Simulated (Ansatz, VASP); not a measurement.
**Mg3ZnS4: VASP beside Ansatz**

```
CELL_PARAMETERS angstrom
3.67225 -5.21346 0.00000
3.67225 5.21346 0.00000
0.00000 0.00000 3.67608
ATOMIC_POSITIONS crystal
Mg 0.00000 0.50000 0.50000
Mg 0.50000 0.00000 0.50000
Mg 0.50000 0.50000 0.00000
Zn 0.00000 0.00000 0.00000
S 0.75008 0.24992 0.00000
S 0.75624 0.75624 0.50000
S 0.24376 0.24376 0.50000
S 0.24992 0.75008 0.00000
```

Alike in both runs: task relaxation of cell and atoms; functional PBE; k mesh 6 × 6 × 8; occupations gaussian, width 0.02 eV; no spin polarisation.

```csv
,VASP,Ansatz
version,VASP 6.6.1,Ansatz 0.2.0
potentials or method,"VASP PAW PBE potentials, release 64 (Mg, Zn, S), cutoff 600 eV","scalar-relativistic, plane waves, PAW"
valence electrons in the cell,42,66
```

VASP gave:

```
gap on the k mesh at the Fermi level, each at its own relaxed structure (eV)  : 1.23
relaxed volume (Å³/atom)                                                      : 17.54
relaxed length of the cell vector where the two differ most in proportion (Å) : 6.370
```

What did Ansatz give for the same quantities?

gap on the k mesh at the Fermi level, each at its own relaxed structure (eV): 1.24; relaxed volume (Å³/atom): 17.59; relaxed length of the cell vector where the two differ most in proportion (Å): 6.377.

VASP's potentials hold 42 valence electrons a cell and Ansatz's 66, so a difference there can come from the potentials and not from the codes.
